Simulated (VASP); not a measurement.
Write the native input for VASP 6.6.1 that does the following.

* Task: single point
* Functional: LDA
* Potentials or basis: VASP PAW LDA potentials, release 64 (Zr_sv, B)
* Cutoff: 520 eV
* k mesh: 15 × 15 × 12
* Occupations: gaussian, width 0.15 eV
* Spin: no spin polarisation
* Dipole correction: no
* Further INCAR settings: ALGO = Normal; EDIFF = 1e-06; NBANDS = 16

The structure of ZrB2 lies in POSCAR:

```
ZrB2
1.0
    3.0699000000      0.0000000000      0.0000000000
   -1.5349500000      2.6586113871      0.0000000000
    0.0000000000      0.0000000000      3.4889014692
Zr B
1 2
Direct
    0.0000000000      0.0000000000      0.0000000000
    0.3333333333      0.6666666667      0.5000000000
    0.6666666667      0.3333333333      0.5000000000
```

One way to write it, as run:

INCAR

```
SYSTEM = ZrB2
ALGO     = Normal         ! electronic algorithm
EDIFF    = 1E-6           ! SCF threshold, eV
ENCUT    = 520            ! plane-wave cutoff, eV
ISIF     = 2              ! what is computed and relaxed
ISMEAR   = 0              ! smearing method
LASPH    = .True.         ! aspherical terms in the spheres
LCHARG   = .True.         ! write CHGCAR
LELF     = .True.         ! ELF
LREAL    = .False.        ! projectors in reciprocal space
LVHAR    = .True.       
LWAVE    = .False.        ! write WAVECAR
NBANDS   = 16             ! bands
NELM     = 80             ! most SCF steps
PREC     = Accurate       ! precision mode
SIGMA    = 0.15           ! smearing width, eV
```

KPOINTS

```
k-points
0
Gamma
  15 15 12
  0 0 0
```

Potentials or basis: VASP PAW LDA potentials, release 64 (Zr_sv, B).

Command:

```console
$ cat potpaw_LDA.64/Zr_sv/POTCAR potpaw_LDA.64/B/POTCAR > POTCAR
$ mpirun -np 1 vasp_std > vasp.out
```

Results of the run:

```json
{
 "Pressure": "12.3 GPa",
 "Band gap on the k mesh": "zero (bands 9 and 10 overlap by 1.00 eV)"
}
```

Caveat: the cell stands under pressure.

Wall time 120 s on 1 thread of Intel Xeon 8259CL, on a shared host, peak memory 0.2 GiB.
